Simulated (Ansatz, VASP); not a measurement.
## One calculation of Ge2BiO2, two programs

```
Ge Bi O
1.0
    -1.75642    1.75642    7.96546
     1.75642   -1.75642    7.96546
     1.75642    1.75642   -7.96546
Ge Bi O
2 1 2
Direct
  0.68152 0.68152 0.00000
  0.31848 0.31848 0.00000
  0.00000 0.00000 0.00000
  0.75000 0.25000 0.50000
  0.25000 0.75000 0.50000
```

Change from the starting cell: species swapped into the Gd2BiO2 type (I4/mmm, No. 139).

Alike in both runs: functional PBE; k mesh 6 × 6 × 6; occupations gaussian, width 0.1 eV; no spin polarisation.

Ansatz relaxed the structure, and its values are those at the end. VASP's run is a single point on that final structure, the one shown.

|  | VASP | Ansatz |
| --- | --- | --- |
| version | VASP 6.6.1 | Ansatz 0.2.0 |
| potentials or method | VASP PAW PBE potentials, release 64 (Ge_d, Bi_d, O), cutoff 520 eV | scalar-relativistic, plane waves, PAW |
| valence electrons in the cell | 55 | 55 |

```csv
,VASP,Ansatz,Ansatz less VASP
gap on the k mesh at the Fermi level (eV),none,none,-
pressure (GPa),0.3,0.1,-0.20
rms of the force components (eV/Å),0.024,0.006,-0.0185
```

A gap of «none» marks a metal or a gap that the smearing closes. The functional is the same, so the differences come from potentials, cutoffs and numerics.

The k mesh is coarse, so the values compare programs but aren't converged. Neither program's run includes spin-orbit coupling.
